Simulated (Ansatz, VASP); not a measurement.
**Two plane-wave programs on CoO**

```
Co O
1.0
     3.19765    0.00000    0.00000
    -1.59882    2.76924    0.00000
     0.00000    0.00000    5.22871
Co O
2 2
Direct
  0.00000 0.00000 0.00347
  0.33333 0.66667 0.50336
  0.00000 0.00000 0.37161
  0.33333 0.66667 0.87156
```

Alike in both runs: task single point; functional r2SCAN; k mesh 12 × 12 × 6; occupations gaussian, width 0.02 eV; no spin polarisation.

|  | VASP | Ansatz |
| --- | --- | --- |
| version | VASP 6.6.1 | Ansatz 0.2.0 |
| potentials or method | VASP PAW PBE potentials, release 64 (Co, O), cutoff 520 eV | scalar-relativistic, plane waves, PAW |
| valence electrons in the cell | 30 | 46 |

```csv
,VASP,Ansatz,Ansatz less VASP
gap on the k mesh at the Fermi level (eV),none,none,-
pressure (GPa),-20.0,-20.2,-0.12
"traceless stress, the component that is largest in VASP (GPa)",4.84,4.96,+0.118
rms of the force components (eV/Å),0.054,0.047,-0.0072
```

VASP's potentials were made for PBE, not for r2SCAN. Atom by atom the forces differ by 0.007 eV/Å (rms over components). A gap of «none» marks a metal or a gap that the smearing closes. With one functional, cell and mesh, what is left measures potentials, basis and numerics. VASP's potentials hold 30 valence electrons a cell and Ansatz's 46, so a difference there can come from the potentials and not from the codes.
